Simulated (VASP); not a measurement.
Write the native input for VASP 6.6.1 that does the following.

| Property | Result |
| --- | --- |
| Task | single point |
| Functional | PBEsol |
| Potentials or basis | VASP PAW PBE potentials, release 64 (Ca_sv) |
| Cutoff | 520 eV |
| k mesh | 14 × 14 × 14 |
| Occupations | gaussian, width 0.15 eV |
| Spin | no spin polarisation |
| Dipole correction | no |
| Further INCAR settings | ALGO = Fast; EDIFF = 1e-06; NBANDS = 11 |

The structure of Ca lies in POSCAR:

```
Ca
1.0
    0.0000000000      2.7103740000      2.7103740000
    2.7103740000      0.0000000000      2.7103740000
    2.7103740000      2.7103740000      0.0000000000
Ca
1
Direct
    0.0000000000      0.0000000000      0.0000000000
```

This cell differs from its parent crystal: strain -0.030 along x and y, -0.030 along z.

One way to write it, as run:

INCAR

```
PREC = Accurate
ENCUT = 520
EDIFF = 1E-6
ISMEAR = 0
SIGMA = 0.15
LREAL = F
LASPH = T
NELM = 80
ALGO = Fast
ISIF = 2
LWAVE = F
LCHARG = F
GGA = PS
NBANDS = 11
```

KPOINTS

```
regular mesh
0
Gamma
  14 14 14
```

Potentials or basis: VASP PAW PBE potentials, release 64 (Ca_sv).

Launch:

```console
$ cat potpaw_PBE.64/Ca_sv/POTCAR > POTCAR
$ mpirun -np 1 vasp_std > vasp.out
```

It gave:

The pressure is 0.4 GPa. The band gap on the k mesh is zero (band 5 reaches 2.24 eV, above the bottom of band 6 at 2.01 eV).

Caveat: the cell differs from its parent crystal (strain -0.030 along x and y, -0.030 along z); the PAW data sets were made with another functional, which shifts forces and pressure a little.

Wall time 50 s on 1 thread of Intel(R) Xeon(R) Platinum 8259CL CPU @ 2.50GHz (Skylake/Cascade Lake) (shared host), peak memory 0.19 GiB.
